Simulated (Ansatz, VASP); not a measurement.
Ba: VASP beside Ansatz

```xyz
4
Lattice="4.6611 0.0000 0.0000 -2.3306 4.0366 0.0000 0.0000 0.0000 15.1573" Properties=species:S:1:pos:R:3 pbc="T T T"
Ba    0.0000    0.0000    0.0000
Ba    0.0000    2.6911    3.7893
Ba    0.0000    0.0000    7.5786
Ba    2.3306    1.3455   11.3680
```

Alike in both runs: task single point; functional PBE; k mesh 12 × 12 × 4; occupations gaussian, width 0.1 eV; no spin polarisation.

```csv
,VASP,Ansatz
version,VASP 6.6.1,Ansatz 0.2.0
potentials or method,"VASP PAW PBE potentials, release 64 (Ba_sv), cutoff 520 eV","scalar-relativistic, plane waves, PAW"
valence electrons in the cell,40,40
```

|  | VASP | Ansatz | Ansatz less VASP |
| --- | --- | --- | --- |
| gap on the k mesh at the Fermi level (eV) | none | none | - |
| pressure (GPa) | -0.7 | -0.8 | -0.03 |
| traceless stress, the component that is largest in VASP (GPa) | 0.06 | 0.06 | 0.000 |

A gap of «none» marks a metal or a gap that the smearing closes. With one functional, cell and mesh, what is left measures potentials, basis and numerics.

Neither program's run includes spin-orbit coupling.
